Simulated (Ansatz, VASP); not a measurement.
## One calculation of Al, two programs

POSCAR

```
Al
1.0
    5.1021510852      0.0000000000      0.0000000000
    0.0000000000      5.1021510852      0.0000000000
    0.0000000000      0.0000000000      5.1021510852
Al
8
Direct
    0.0000000000      0.0000000000      0.0000000000
    0.5000000000      0.5000000000      0.5000000000
    0.2500000000      0.0000000000      0.5000000000
    0.7500000000      0.0000000000      0.5000000000
    0.5000000000      0.2500000000      0.0000000000
    0.5000000000      0.7500000000      0.0000000000
    0.0000000000      0.5000000000      0.2500000000
    0.0000000000      0.5000000000      0.7500000000
```

INCAR.step1

```
PREC = Accurate ; ENCUT = 600
ISMEAR = -1 ; SIGMA = 0.1
LREAL = False ; LASPH = True
NELM = 60 ; GGA = PE
ALGO = Normal ; EDIFF = 1E-4
LWAVE = True ; LCHARG = False
```

Contents of INCAR.step2:

```
PREC = Accurate ; ENCUT = 600
EDIFF = 1E-6 ; ISMEAR = -1
SIGMA = 0.1 ; LREAL = False
LASPH = True ; NELM = 60
ALGO = Normal ; ISIF = 3
LWAVE = False ; LCHARG = False
METAGGA = R2SCAN ; LMIXTAU = True
IBRION = 2 ; NSW = 80
EDIFFG = -0.01 ; ISTART = 1
```

Contents of KPOINTS:

```
regular mesh
0
Gamma
  5 5 5
```

Input for Ansatz:

```yaml
crystal:
  lattice:
    - [5.1021510852, 0.0, 0.0]
    - [0.0, 5.1021510852, 0.0]
    - [0.0, 0.0, 5.1021510852]
  atoms:
    - { symbol: Al, position: [0.0, 0.0, 0.0] }
    - { symbol: Al, position: [0.5, 0.5, 0.5] }
    - { symbol: Al, position: [0.25, 0.0, 0.5] }
    - { symbol: Al, position: [0.75, 0.0, 0.5] }
    - { symbol: Al, position: [0.5, 0.25, 0.0] }
    - { symbol: Al, position: [0.5, 0.75, 0.0] }
    - { symbol: Al, position: [0.0, 0.5, 0.25] }
    - { symbol: Al, position: [0.0, 0.5, 0.75] }
hamiltonian:
  xc: r2scan
  pseudopotentials:
    kind: paw
    azcp:
      Al: "pseudopotentials/Al.paw.azcp"
basis:
  ecutwfc: 500
  fft_grid_basis: typed
kpoints:
  mp_grid: { grid: [5, 5, 5], shift: [0, 0, 0] }
magnetization:
  spin_polarized: false
scf:
  occupations: { method: fermi_dirac, width: 0.1 }
relax:
  max_steps: 60
  f_tol: 0.01
  cell: {}
```

Alike in both runs: task relaxation of cell and atoms; functional r2SCAN; k mesh 5 × 5 × 5; occupations fermi-dirac, width 0.1 eV; no spin polarisation.

|  | VASP | Ansatz |
| --- | --- | --- |
| version | VASP 6.6.1 | Ansatz 0.2.0 |
| potentials or method | VASP PAW PBE potentials, release 64 (Al), cutoff 600 eV | plane waves (500 eV) with PAW, scalar-relativistic |
| valence electrons in the cell | 24 | 24 |

```tsv
	VASP	Ansatz	Ansatz less VASP
relaxed volume (Å³/atom)	16.25	16.31	+0.065
relaxed cell length with the largest relative difference (Å)	5.066	5.072	+0.0067
```

VASP's potentials were made for PBE, not for r2SCAN.
